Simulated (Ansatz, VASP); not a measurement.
## C in VASP and in Ansatz

```
C
1.0
     0.00000    1.73881    1.78340
     1.73881    0.00000    1.78340
     1.73881    1.73881    0.00000
C
2
Direct
  0.50000 0.50000 0.50000
  0.75000 0.75000 0.75000
```

Change from the starting cell: strain -0.0250 x Voigt [1, 1, 0, 0, 0, 0], atoms carried along.

Alike in both runs: task single point; functional LDA; k mesh 12 × 12 × 12; occupations gaussian, width 0.05 eV; no spin polarisation.

|  | VASP | Ansatz |
| --- | --- | --- |
| version | VASP 6.6.1 | Ansatz 0.2.0 |
| potentials or method | VASP PAW LDA potentials, release 64 (C_h), cutoff 1300 eV | scalar-relativistic, plane waves, PAW |
| valence electrons in the cell | 8 | 8 |

|  | VASP | Ansatz | Ansatz less VASP |
| --- | --- | --- | --- |
| gap on the k mesh at the Fermi level (eV) | 3.92 | 3.92 | +0.001 |
| least direct gap on the mesh (eV) | 5.45 | 5.45 | -0.003 |
| pressure (GPa) | 11.2 | 10.2 | -0.98 |
| traceless stress, the component that is largest in VASP (GPa) | -16.91 | -16.92 | -0.006 |

LDA's correlation is that of Perdew and Zunger in VASP and of Perdew and Wang (1992) in Ansatz.
